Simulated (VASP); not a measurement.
Runs of VASP 6.6.1 on Zn. The structure is that of space group P6_3/mmc (No. 194), or close to it. The cells are those of the table. 

| task | cell | cutoff (eV) | k mesh for the DOS | occupations for the DOS | gap on the mesh (eV) | pressure (GPa) |
| --- | --- | --- | --- | --- | --- | --- |
| electric field gradients | a = 2.642, b = 2.642, c = 4.905 Å, angles 90.0, 90.0, 120.0°, 2 atoms | 520 | - | - | none | 1.9 |
| single point | a = 2.642, b = 2.642, c = 4.905 Å, angles 90.0, 90.0, 120.0°, 2 atoms | 520 | - | - | none | 1.9 |
| single point | a = 2.708, b = 2.708, c = 5.028 Å, angles 90.0, 90.0, 120.0°, 2 atoms | 500 | - | - | none | -3.1 |
| single point | a = 2.687, b = 2.687, c = 4.988 Å, angles 90.0, 90.0, 120.0°, 2 atoms | 520 | - | - | none | -1.7 |
| electric field gradients | a = 2.717, b = 2.717, c = 5.044 Å, angles 90.0, 90.0, 120.0°, 2 atoms | 520 | - | - | none | (a) |
| electric field gradients | a = 2.665, b = 2.665, c = 4.947 Å, angles 90.0, 90.0, 120.0°, 2 atoms | 520 | - | - | none | 0.0 |
| single point | a = 2.665, b = 2.648, c = 4.947 Å, angles 90.0, 90.0, 119.4°, 2 atoms | 520 | - | - | none | 0.0 |
| single point | a = 2.620, b = 2.620, c = 4.863 Å, angles 90.0, 90.0, 120.0°, 2 atoms | 520 | - | - | none | 4.3 |
| single point | a = 2.708, b = 2.708, c = 5.028 Å, angles 90.0, 90.0, 120.0°, 2 atoms | 520 | - | - | none | -3.1 |

Alike in all rows: level PBE; potentials or basis VASP PAW PBE potentials, release 64 (Zn); no spin polarisation; k mesh 18 × 18 × 8; smearing fermi-dirac 0.03 eV.

**Question.** Estimate the missing entries.

**Answer.** (a) -3.6.

A gap of «none» marks levels without a gap at the run's occupations.
